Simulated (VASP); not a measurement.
**Zn: single point with PBEsol**

Zn:

```
CELL_PARAMETERS angstrom
-1.48117 1.48117 1.48117
1.48117 -1.48117 1.48117
1.48117 1.48117 -1.48117
ATOMIC_POSITIONS crystal
Zn 0.00000 0.00000 0.00000
```

```yaml
Program: VASP 6.6.1
Task: single point
Functional: PBEsol
Potentials_or_basis: VASP PAW PBE potentials, release 64 (Zn)
Cutoff: 520 eV
k_mesh: 12 × 12 × 12
Occupations: fermi-dirac, width 0.05 eV
Spin: no spin polarisation
```

```yaml
Pressure: 10.6 GPa
Band_gap_on_the_k_mesh: zero (band 6 reaches 8.73 eV, above the bottom of band 7 at 3.61 eV)
```

Levels at points of the mesh, in eV from the Fermi level:
```csv
k point,band 2,band 3,band 4,band 5,band 6,band 7,band 8,band 9,band 10,band 11
"(0.00, 0.00, 0.00)",-8.46,-8.46,-8.46,-7.78,-7.78,21.82,21.82,21.82,22.11,22.11
"(0.50, 0.00, 0.00)",-8.88,-7.81,-7.73,-7.32,-3.59,-0.82,12.59,13.69,16.61,18.79
"(0.50, 0.50, 0.50)",-9.26,-7.43,-7.43,-7.43,4.30,4.30,4.30,9.08,9.08,9.47
```

Run time: 6.3 s on 1 thread of Intel(R) Xeon(R) Platinum 8375C CPU @ 2.90GHz (Ice Lake), on a shared host, peak memory 0.13 GiB.

Caveat: the PAW data sets were made with another functional, which shifts forces and pressure a little.
